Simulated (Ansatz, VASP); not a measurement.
**Mg in VASP and in Ansatz**

INCAR

```
ALGO = Fast ; EDIFF = 1E-6
ENCUT = 520 ; GGA = PE
ISIF = 2 ; ISMEAR = 0
LASPH = T ; LCHARG = F
LREAL = F ; LWAVE = F
NBANDS = 7 ; NELM = 60
PREC = Accurate ; SIGMA = 0.1
```

Contents of KPOINTS:

```
k-points
0
Gamma
  16 16 16
```

POSCAR

```
Mg
1.0
   -1.8359916300      1.8359916300      1.6794040200
    1.8359916300     -1.8359916300      1.6794040200
    1.8359916300      1.8359916300     -1.6794040200
Mg
1
Direct
    0.0000000000      0.0000000000      0.0000000000
```

Input for Ansatz:

```yaml
crystal:
  lattice:
    - [-1.83599163, 1.83599163, 1.67940402]
    - [1.83599163, -1.83599163, 1.67940402]
    - [1.83599163, 1.83599163, -1.67940402]
  atoms:
    - { symbol: Mg, position: [0.0, 0.0, 0.0] }
basis:
  ecutwfc: 420
kpoints:
  mp_grid: { grid: [16, 16, 16] }
hamiltonian:
  xc: pbe
scf:
  occupations: { method: gaussian, width: 0.1 }
output:
  forces: true
  stress: true
  eigenvalues: true
  populations: true
```

Alike in both runs: task single point; functional PBE; k mesh 16 × 16 × 16; occupations gaussian, width 0.1 eV; no spin polarisation.

|  | VASP | Ansatz |
| --- | --- | --- |
| version | VASP 6.6.1 | Ansatz 0.2.0 |
| potentials or method | VASP PAW PBE potentials, release 64 (Mg), cutoff 520 eV | scalar-relativistic, plane waves, PAW |
| valence electrons in the cell | 2 | 10 |

VASP gave:

```
gap on the k mesh at the Fermi level (eV)                     : none
pressure (GPa)                                                : 0.4
traceless stress, the component that is largest in VASP (GPa) : 0.36
```

Problem. What did Ansatz give for the same quantities?

Solution. gap on the k mesh at the Fermi level (eV): none; pressure (GPa): 0.6; traceless stress, the component that is largest in VASP (GPa): 0.37.

A gap of «none» marks a metal or a gap that the smearing closes. VASP's potentials hold 2 valence electrons a cell and Ansatz's 10, so a difference there can come from the potentials and not from the codes.
